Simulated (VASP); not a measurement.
Here is a VASP 6.6.1 calculation.

The input INCAR:

```
PREC     = Accurate       # precision mode
ENCUT    = 600            # plane-wave cutoff, eV
EDIFF    = 1E-6           # SCF threshold, eV
ISMEAR   = 1              # smearing method
SIGMA    = 0.1            # smearing width, eV
LREAL    = False          # projectors in reciprocal space
LASPH    = True           # aspherical terms in the spheres
NELM     = 200            # most SCF steps
ALGO     = Normal         # electronic algorithm
ISIF     = 2              # what is computed and relaxed
LWAVE    = False          # write WAVECAR
LCHARG   = False          # write CHGCAR
ISPIN    = 2              # spin polarisation
MAGMOM   = 3.77 0.28      # initial moments
LORBIT   = 11             # projections on sites
LMAXMIX  = 4              # l up to which the mixer works
LDAU     = True           # DFT+U
LDAUTYPE = 2            
LDAUL    = 2 -1           # shell
LDAUU    = 3 0            # U, eV
LDAUJ    = 0 0          
LDAUPRINT= 1            
GGA      = PE             # functional
IVDW     = 12             # dispersion correction
NBANDS   = 18             # bands
GGA_COMPAT= False
```

The input KPOINTS:

```
Automatic mesh
0
Gamma
  11 11 11
```

Contents of POSCAR:

```
FeO
1.0
    1.4771882400      0.8528550280      2.4505127133
   -1.4771882400      0.8528550280      2.4505127133
    0.0000000000     -1.7057100560      2.4505127133
Fe O
1 1
Direct
    0.0000000000      0.0000000000      0.0000000000
    0.5000000000      0.5000000000      0.5000000000
```

Potentials or basis: VASP PAW PBE potentials, release 64 (Fe, O).

The run is started by

```sh
$ cat potpaw_PBE.64/Fe/POTCAR potpaw_PBE.64/O/POTCAR > POTCAR
$ mpirun -np 1 vasp_std > vasp.out
```

Predict the band gap on the k mesh.

zero (filled and empty bands overlap).

Predict the dispersion energy per atom.

-0.216 eV.

Predict the net moment.

4.00 μB per cell.

Predict the pressure.

12.6 GPa.

Stress tensor (GPa, compression positive):
```
12.82  0.00  0.00
 0.00 12.82  0.00
 0.00  0.00 12.02
```

Caveat: three body term missing; the cell stands under pressure; a cell with one magnetic atom can't hold antiferromagnetic order, which such compounds often take. The state reached can hang on the start; a lower one may exist.
